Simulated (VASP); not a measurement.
Write the native input for VASP 6.6.1 that does the following.

| Quantity | Value |
| --- | --- |
| Task | single point |
| Functional | PBE |
| Potentials or basis | VASP PAW PBE potentials, release 64 (Re, Bi_d) |
| Cutoff | 520 eV |
| k mesh | 11 × 11 × 11 |
| Occupations | fermi-dirac, width 0.1 eV |
| Spin | no spin polarisation |
| Dipole correction | no |
| Further INCAR settings | ALGO = Normal; EDIFF = 1e-06; NBANDS = 18 |

The structure of ReBi (zincblende type) lies in POSCAR:

```
ReBi
1.0
    0.0000000000      2.3494689569      2.3494689569
    2.3494689569      0.0000000000      2.3494689569
    2.3494689569      2.3494689569      0.0000000000
Re Bi
1 1
Direct
    0.0000000000      0.0000000000      0.0000000000
    0.2500000000      0.2500000000      0.2500000000
```

The input as run:

INCAR

```
SYSTEM = ReBi
ALGO = Normal
EDIFF = 1E-6
ENCUT = 520
GGA = PE
ISIF = 2
ISMEAR = -1
LASPH = .TRUE.
LCHARG = .TRUE.
LELF = .TRUE.
LREAL = .FALSE.
LVHAR = .TRUE.
LWAVE = .FALSE.
NBANDS = 18
NELM = 100
PREC = Accurate
SIGMA = 0.1
```

KPOINTS

```
k-points
0
G
  11 11 11
  0 0 0
```

Potentials or basis: VASP PAW PBE potentials, release 64 (Re, Bi_d).

The run is started by

```sh
$ cat potpaw_PBE.64/Re/POTCAR potpaw_PBE.64/Bi_d/POTCAR > POTCAR
$ mpirun -np 1 vasp_std > vasp.out
```

It gave:

```json
{"Pressure": "443.2 GPa"}
```

Caveat: atoms lie so close that the PAW spheres overlap strongly, which falsifies energies and pressures; the cell stands under pressure.

It took 39 s on 1 thread of Intel(R) Xeon(R) Platinum 8488C (Sapphire Rapids) (shared host), peak memory 0.17 GiB.
